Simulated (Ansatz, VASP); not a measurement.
## AlNi: VASP beside Ansatz

```
CELL_PARAMETERS angstrom
2.89366 0.00000 0.00000
0.00000 2.89366 0.00000
0.00000 0.00000 2.89366
ATOMIC_POSITIONS crystal
Al 0.50000 0.50000 0.50000
Ni 0.00000 0.00000 0.00000
```

Alike in both runs: functional PBE; k mesh 6 × 6 × 6; occupations gaussian, width 0.1 eV; no spin polarisation.

Ansatz relaxed the structure, and its values are those at the end. VASP's run is a single point on that final structure, the one shown.

```csv
,VASP,Ansatz
version,VASP 6.6.1,Ansatz 0.2.0
potentials or method,"VASP PAW PBE potentials, release 64 (Al, Ni), cutoff 600 eV","scalar-relativistic, plane waves, PAW"
valence electrons in the cell,13,21
```

Ansatz gave:

| Item | Value |
| --- | --- |
| gap on the k mesh at the Fermi level (eV) | none |
| pressure (GPa) | 0.2 |

Question: Which values does VASP return?

Answer: gap on the k mesh at the Fermi level (eV): none; pressure (GPa): 0.1.

A gap of «none» marks a metal or a gap that the smearing closes. The functional is the same, so the differences come from potentials, cutoffs and numerics. VASP's potentials hold 13 valence electrons a cell and Ansatz's 21, so a difference there can come from the potentials and not from the codes.

The k mesh is coarse, so the values compare programs but aren't converged.
